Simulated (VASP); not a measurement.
Input of a VASP 6.6.1 run:

The input INCAR:

```
  PREC = Accurate
  ENCUT = 520
  EDIFF = 1E-6
  ISMEAR = 0
  SIGMA = 0.05
  LREAL = F
  LASPH = T
  NELM = 150
  ALGO = Normal
  ISIF = 2
  LWAVE = F
  LCHARG = T
  ISPIN = 2
  MAGMOM = 1 1 1 0
  LORBIT = 11
  LMAXMIX = 6
  GGA = PE
  LELF = T
  LVHAR = T
  NBANDS = 32
```

KPOINTS

```
Automatic mesh
0
Gamma
  8 8 8
```

The input POSCAR:

```
Ce3Si
1.0
    4.8162642725      0.0000000000      0.0000000000
    0.0000000000      4.8162642725      0.0000000000
    0.0000000000      0.0000000000      4.8162642725
Ce Si
3 1
Direct
    0.0000000000      0.5000000000      0.5000000000
    0.5000000000      0.5000000000      0.0000000000
    0.5000000000      0.0000000000      0.5000000000
    0.0000000000      0.0000000000      0.0000000000
```

Potentials or basis: VASP PAW PBE potentials, release 64 (Ce, Si).

The run is started by

```sh
$ cat potpaw_PBE.64/Ce/POTCAR potpaw_PBE.64/Si/POTCAR > POTCAR
$ mpirun -np 1 vasp_std > vasp.out
```

Problem. What does it give for the site moments?

Solution. Ce +0.89; Si -0.03 μB.

Problem. What does it give for the pressure?

Solution. -6.4 GPa.

Caveat: the magnetic or orbital state may not be the lowest; the cell stands under tension. The state reached can hang on the start; a lower one may exist.
